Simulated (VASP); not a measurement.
# MnSb (Fm-3m) in VASP: notebook, part 2 of 2

VASP 6.6.1. The steps go on from the part before.

**3. Single point, LDA, collinear spin, ferromagnetic start**

This run uses another cell than the first one, of 22.71 Å³/atom.

Contents of INCAR:

```
SYSTEM = MnSb
  PREC = Accurate
  ENCUT = 520
  EDIFF = 1E-7
  ISMEAR = -1
  SIGMA = 0.1
  LREAL = .False.
  LASPH = .True.
  NELM = 150
  ALGO = Normal
  ISIF = 2
  LWAVE = .False.
  LCHARG = .False.
  ISPIN = 2
  MAGMOM = 5.2 0
  LORBIT = 11
  LMAXMIX = 4
  GGA = CA
  NBANDS = 20
```

Contents of KPOINTS:

```
Automatic mesh
0
Gamma
  9 9 9
  0 0 0
```

Contents of POSCAR:

```
MnSb
1.0
    0.0000000000      2.8317967442      2.8317967442
    2.8317967442      0.0000000000      2.8317967442
    2.8317967442      2.8317967442      0.0000000000
Mn Sb
1 1
Direct
    0.0000000000      0.0000000000      0.0000000000
    0.5000000000      0.5000000000      0.5000000000
```

Potentials or basis: VASP PAW LDA potentials, release 64 (Mn_pv, Sb).

The run is started by

```bash
cat potpaw_LDA.64/Mn_pv/POTCAR potpaw_LDA.64/Sb/POTCAR > POTCAR
mpirun -np 1 vasp_std > vasp.out
```

OUTCAR:

```text
SYSTEM = MnSb
   PREC = Accurate
   ENCUT = 520
   EDIFF = 1E-7
   ISMEAR = -1
   LREAL = .False.
   LASPH = .True.
   NELM = 150
   ISIF = 2
   ISPIN = 2
   LORBIT = 11
   GGA = CA

 ion  position               nearest neighbor table
   1  0.000  0.000  0.000-   2 2.83   2 2.83   2 2.83   2 2.83   2 2.83   2 2.83
   2  0.500  0.500  0.500-   1 2.83   1 2.83   1 2.83   1 2.83   1 2.83   1 2.83

  LATTYP: Found a face centered cubic cell.
 ALAT       =     5.6635934884

  Lattice vectors:

 A1 = (   0.0000000000,   2.8317967442,   2.8317967442)
 A2 = (   2.8317967442,   0.0000000000,   2.8317967442)
 A3 = (   2.8317967442,   2.8317967442,   0.0000000000)

Analysis of symmetry for initial positions (statically):
=====================================================================
 Subroutine PRICEL returns:
 Original cell was already a primitive cell.

 Routine SETGRP: Setting up the symmetry group for a
 face centered cubic supercell.

 Subroutine GETGRP returns: Found 48 space group operations
 (whereof 48 operations were pure point group operations)
 out of a pool of 48 trial point group operations.

The static configuration has the point symmetry O_h .

Analysis of symmetry for dynamics (positions and initial velocities):
=====================================================================
 Subroutine PRICEL returns:
 Original cell was already a primitive cell.

 Routine SETGRP: Setting up the symmetry group for a
 face centered cubic supercell.

 Subroutine GETGRP returns: Found 48 space group operations
 (whereof 48 operations were pure point group operations)
 out of a pool of 48 trial point group operations.

The dynamic configuration has the point symmetry O_h .

Analysis of structural, dynamic, and magnetic symmetry:
=====================================================================
 Subroutine PRICEL returns:
 Original cell was already a primitive cell.

 Routine SETGRP: Setting up the symmetry group for a
 face centered cubic supercell.

 Subroutine GETGRP returns: Found 48 space group operations
 (whereof 48 operations were pure point group operations)
 out of a pool of 48 trial point group operations.

The overall configuration has the point symmetry O_h .

 Subroutine INISYM returns: Found 48 space group operations
 (whereof 48 operations are pure point group operations),
 and found     1 'primitive' translations

----------------------------------------------------------------------------------------

                                     Primitive cell

  volume of cell :      45.4168

  direct lattice vectors                    reciprocal lattice vectors
     0.000000000  2.831796744  2.831796744    -0.176566345  0.176566345  0.176566345
     2.831796744  0.000000000  2.831796744     0.176566345 -0.176566345  0.176566345
     2.831796744  2.831796744  0.000000000     0.176566345  0.176566345 -0.176566345

  length of vectors
     4.004765362  4.004765362  4.004765362     0.305821880  0.305821880  0.305821880

  position of ions in fractional coordinates (direct lattice)
     0.000000000  0.000000000  0.000000000
     0.500000000  0.500000000  0.500000000

  ion indices of the primitive-cell ions
   primitive index   ion index
                 1           1
                 2           2
[... 64 lines left out ...]
   ISTART =      0    job   : 0-new  1-cont  2-samecut
   ICHARG =      2    charge: 1-file 2-atom 10-const
   ISPIN  =      2    spin polarized calculation?
   LNONCOLLINEAR =      F non collinear calculations
   LSORBIT =      F    spin-orbit coupling
   LASPH  =      T    aspherical Exc in radial PAW
   ENCUT  =  520.0 eV  38.22 Ry    6.18 a.u.   7.45  7.45  7.45*2*pi/ulx,y,z
   NELM   =    150;   NELMIN=  2; NELMDL= -5     # of ELM steps
   EDIFF  = 0.1E-06   stopping-criterion for ELM
   LREAL  =      F    real-space projection
   EDIFFG = 0.1E-05   stopping-criterion for IOM
   NSW    =      0    number of steps for IOM
   IBRION =     -1    ionic relax: 0-MD 1-quasi-New 2-CG
   NFREE  =      0    steps in history (QN), initial steepest desc. (CG)
   ISIF   =      2    stress and relaxation
   ISYM   =      2    0-nonsym 1-usesym 2-fastsym
   POTIM  = 0.5000    time-step for ionic-motion
   TEBEG  =    0.0;   TEEND  =   0.0 temperature during run
   PSTRESS=    0.0 pullay stress
   NELECT =      18.0000    total number of electrons
   NUPDOWN=      -1.0000    fix difference up-down
   EMIN   =  10.00;   EMAX   =-10.00  energy-range for DOS
   EFERMI =   0.00;   METHOD = LEGACY
   ISMEAR =    -1;   SIGMA  =   0.10  broadening in eV -4-tet -1-fermi 0-gaus
   EFERMI_NEDOS =   21; number of points for ismear=-14 and -15
   IALGO  =     38    algorithm
   IMIX   =      4    mixing-type and parameters
     AMIX     =   0.40;   BMIX     =  1.00
     AMIX_MAG =   1.60;   BMIX_MAG =  1.00
  volume/ion in A,a.u.               =      22.71       153.24
  Fermi-wavevector in a.u.,A,eV,Ry     =   1.202524  2.272440 19.674880  1.446063
  Thomas-Fermi vector in A             =   2.338302
   LORBIT       =     11    0 simple, 1 ext, 2 COOP (PROOUT), +10 PAW based schemes
   GGA     = CA    functional components
   LHFCALC =     F    Hartree Fock is set to
   AEXX    =    0.0000 exact exchange contribution
   IVDW    =     0    specifies the selected vdW correction
   LEPSILON=     F    determine dielectric tensor
   LRPA    =     F    only Hartree local field effects (RPA)
 spin polarized calculation
  energy-cutoff  :      520.00
  volume of cell :       45.42
 maximum number of plane-waves:      1243
 NGX is ok and might be reduce to    30
   NGX = 15   NGY = 15   NGZ = 15

 number of electron      17.9999997 magnetization       3.7410911

 Free energy of the ion-electron system (eV)
  ---------------------------------------------------
  ext. energy  EPLUGINS =         0.00000000
  ---------------------------------------------------
  free energy    TOTEN  =       -13.89506970 eV

  energy without entropy =      -13.85143966  energy(sigma->0) =      -13.87325468

 E-fermi :   6.8918     XC(G=0): -10.6273

 val. band max:        6.8704179979   @ k =   0.3333   0.2222   0.0000
 cond. band min:       6.9348950905   @ k =   0.1111   0.1111   0.0000
 fundamental gap:      0.0644770926
 Fermi energy:         6.8917906775

 spin component 1

 k-point     1 :       0.0000    0.0000    0.0000
  band No.  band energies     occupation
      1     -42.6362      1.00000
      2     -42.6362      1.00000
      3     -42.6362      1.00000
      4      -4.3428      1.00000
      5       4.2281      1.00000
      6       4.2281      1.00000
[... 541 lines left out ...]
     19      21.1823      0.00000
     20      21.1823      0.00000

 [... further k-points ...]

 spin component 2

 k-point     1 :       0.0000    0.0000    0.0000
  band No.  band energies     occupation
      1     -39.1258      1.00000
      2     -39.1258      1.00000
      3     -39.1258      1.00000
      4      -4.2038      1.00000
      5       7.0405      0.18428
      6       7.0405      0.18428
[... 541 lines left out ...]
     19      21.3133      0.00000
     20      21.3133      0.00000

 [... further k-points ...]

------------------------ aborting loop because EDIFF is reached ----------------------------------------

  FORCE on cell =-STRESS in cart. coord.  units (eV):
  Direction    XX          YY          ZZ          XY          YZ          ZX
  --------------------------------------------------------------------------------------
  -------------------------------------------------------------------------------------
  Total       -2.7031110     -2.7031110     -2.7031110      0.0000000      0.0000000      0.0000000
  in kB      -95.3582426    -95.3582426    -95.3582426      0.0000000      0.0000000      0.0000000
  external PRESSURE =     -95.3582426 kB  Pullay stress =       0.0000000 kB

 VOLUME and BASIS-vectors are now :
 -----------------------------------------------------------------------------
  energy-cutoff  :      520.00
  volume of cell :       45.42
      direct lattice vectors                 reciprocal lattice vectors
     0.000000000  2.831796744  2.831796744    -0.176566345  0.176566345  0.176566345
     2.831796744  0.000000000  2.831796744     0.176566345 -0.176566345  0.176566345
     2.831796744  2.831796744  0.000000000     0.176566345  0.176566345 -0.176566345

 POSITION                                       TOTAL-FORCE (eV/Angst)
 -----------------------------------------------------------------------------------
      0.00000      0.00000      0.00000         0.000000      0.000000      0.000000
      2.83180      2.83180      2.83180        -0.000000     -0.000000     -0.000000
 -----------------------------------------------------------------------------------
    total drift:                               -0.000000      0.000000      0.000000

  FREE ENERGIE OF THE ION-ELECTRON SYSTEM (eV)
  ---------------------------------------------------
  free  energy   TOTEN  =       -13.8950696968 eV

  energy  without entropy=      -13.8514396621  energy(sigma->0) =      -13.87325468

 total charge

# of ion       s       p       d       tot
------------------------------------------
    1        0.279   6.166   5.013  11.458
    2        1.155   1.273   0.035   2.463
--------------------------------------------------
tot          1.434   7.439   5.048  13.921

 magnetization (x)

# of ion       s       p       d       tot
------------------------------------------
    1        0.064   0.025   3.545   3.634
    2        0.013  -0.109   0.010  -0.086
--------------------------------------------------
tot          0.076  -0.084   3.555   3.548
```

stdout:

```text
POSCAR found type information on POSCAR MnSb
 POSCAR found :  2 types and       2 ions
 scaLAPACK will be used
 LDA part: xc-table for (Slater(with rela. corr.)+CA(PZ))
 , standard interpolation
 POSCAR, INCAR and KPOINTS ok, starting setup
 FFT: planning ... GRIDC
 FFT: planning ... GRID_SOFT
 FFT: planning ... GRID
 WAVECAR not read
 entering main loop
```

It took 100 s on 1 thread of Intel Xeon Platinum 8375C at 2.90GHz (Ice Lake), shared host; peak memory 0.19 GiB.

Results:

| Quantity | Value |
| --- | --- |
| Free energy | -13.8951 eV |
| Pressure | -9.5 GPa |
| Net moment | 3.74 μB per cell |
| Site moments | Mn +3.63; Sb -0.09 μB |
| Valence electrons inside the program's atomic spheres | Mn 11.46; Sb 2.46 |

Caveat: the cell stands under tension; spin-orbit coupling is left out, which moves the levels of the heavy elements; a cell with one magnetic atom can't hold antiferromagnetic order, which such compounds often take.

**4. Single point, LDA, collinear spin, ferromagnetic start**

This run uses another cell than the first one, of 23.36 Å³/atom.

Contents of INCAR:

```
SYSTEM = MnSb
PREC     = Accurate       ! precision mode
ENCUT    = 520            ! plane-wave cutoff, eV
EDIFF    = 1E-7           ! SCF threshold, eV
ISMEAR   = -1             ! smearing method
SIGMA    = 0.1            ! smearing width, eV
LREAL    = .FALSE.        ! projectors in reciprocal space
LASPH    = .TRUE.         ! aspherical terms in the spheres
NELM     = 150            ! most SCF steps
ALGO     = Normal         ! electronic algorithm
ISIF     = 2              ! what is computed and relaxed
LWAVE    = .FALSE.        ! write WAVECAR
LCHARG   = .FALSE.        ! write CHGCAR
ISPIN    = 2              ! spin polarisation
MAGMOM   = 5.2 0          ! initial moments
LORBIT   = 11             ! projections on sites
LMAXMIX  = 4              ! l up to which the mixer works
NBANDS   = 20             ! bands
```

Contents of KPOINTS:

```
regular mesh
0
G
  9 9 9
  0 0 0
```

Contents of POSCAR:

```
MnSb
1.0
    0.0000000000      2.8587678603      2.8587678603
    2.8587678603      0.0000000000      2.8587678603
    2.8587678603      2.8587678603      0.0000000000
Mn Sb
1 1
Direct
    0.0000000000      0.0000000000      0.0000000000
    0.5000000000      0.5000000000      0.5000000000
```

The run is started by

```bash
cat potpaw_LDA.64/Mn_pv/POTCAR potpaw_LDA.64/Sb/POTCAR > POTCAR
mpirun -np 1 vasp_std > vasp.out
```

Run time: 1.8 min. Hardware: 1 thread of Intel Xeon Platinum 8375C at 2.90GHz (Ice Lake), shared host; peak memory 0.19 GiB.

It converged, with:

```yaml
Free_energy: -13.8134 eV
Pressure: -10.5 GPa
Net_moment: 3.80 μB per cell
Site_moments: Mn +3.69; Sb -0.09 μB
Valence_electrons_inside_the_program's_atomic_spheres: Mn 11.43; Sb 2.45
```

Levels at points of the mesh, in eV from the Fermi level:
Spin up:
```
           k point  band 7  band 8  band 9  band 10  band 11  band 12  band 13  band 14  band 15  band 16
(0.00, 0.00, 0.00)   -2.67   -2.52   -2.52     1.18     1.18     1.18     4.23     8.02     8.02     8.02
```
Spin down:
```tsv
k point	band 3	band 4	band 5	band 6	band 7	band 8	band 9	band 10	band 11	band 12
(0.00, 0.00, 0.00)	-46.00	-10.93	0.20	0.20	0.20	0.22	0.22	1.27	1.27	1.27
```

Caveat: the cell stands under tension; spin-orbit coupling is left out, which moves the levels of the heavy elements; a cell with one magnetic atom can't hold antiferromagnetic order, which such compounds often take.

**5. The runs side by side**

```csv
cell,gap on the mesh (eV),pressure (GPa),moment (μB)
"a = 3.966 Å, angles 60.0°, 2 atoms",none,-8.5,3.68
"a = 4.005 Å, angles 60.0°, 2 atoms",none,-9.5,3.74
"a = 4.043 Å, angles 60.0°, 2 atoms",none,-10.5,3.80
```

Alike in all rows: task single point; level LDA; potentials or basis VASP PAW LDA potentials, release 64 (Mn_pv, Sb); spin collinear, ferromagnetic start; k mesh 9 × 9 × 9; cutoff (eV) 520; smearing fermi-dirac 0.1 eV.

Caveats: the cell stands under tension; spin-orbit coupling is left out, which moves the levels of the heavy elements; a cell with one magnetic atom can't hold antiferromagnetic order, which such compounds often take.

Absolute energies hang on the potentials; compare differences alone.

The gap in the log of VASP goes by the Fermi energy; the results here count the filled bands.